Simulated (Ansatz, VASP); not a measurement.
## P: VASP beside Ansatz

```
P
1.0
     2.40726    0.00000   -0.07222
     0.00000    2.40726    0.00000
    -0.07222    0.00000    2.40737
P
1
Cartesian
  0.0000 0.0000 0.0000
```

Change from the starting cell: strain -0.0600 x Voigt [0, 0, 0, 0, 1, 0], atoms carried along.

Alike in both runs: task single point; functional PBE; dispersion D3(BJ); k mesh 24 × 24 × 24; occupations gaussian, width 0.15 eV; no spin polarisation.

|  | VASP | Ansatz |
| --- | --- | --- |
| version | VASP 6.6.1 | Ansatz 0.2.0 |
| potentials or method | VASP PAW PBE potentials, release 64 (P), cutoff 520 eV | scalar-relativistic, plane waves, PAW |
| valence electrons in the cell | 5 | 5 |

```csv
,VASP,Ansatz,Ansatz less VASP
gap on the k mesh at the Fermi level (eV),none,none,-
pressure (GPa),-0.4,0.0,+0.34
"traceless stress, the component that is largest in VASP (GPa)",4.21,4.19,-0.014
```

A gap of «none» marks a metal or a gap that the smearing closes. Ansatz's warnings: near symmetry operations not taken.
